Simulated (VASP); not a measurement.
Input of a VASP 6.6.1 run:

File INCAR:

```
PREC = Accurate
ENCUT = 600
EDIFF = 1E-6
ISMEAR = -1
SIGMA = 0.05
LREAL = F
LASPH = T
NELM = 120
ALGO = Normal
ISIF = 2
LWAVE = F
LCHARG = F
GGA = PE
NBANDS = 12
GGA_COMPAT = F
```

The input KPOINTS:

```
Automatic mesh
0
Gamma
  11 11 11
```

File POSCAR:

```
Cu
1.0
    0.0000000000      1.8312856224      1.8312856224
    1.8312856224      0.0000000000      1.8312856224
    1.8312856224      1.8312856224      0.0000000000
Cu
1
Direct
    0.0000000000      0.0000000000      0.0000000000
```

Potentials or basis: VASP PAW PBE potentials, release 64 (Cu).

Command:

```sh
$ cat potpaw_PBE.64/Cu/POTCAR > POTCAR
$ mpirun -np 1 vasp_std > vasp.out
```

Q: Predict the pressure.

A: -3.2 GPa.
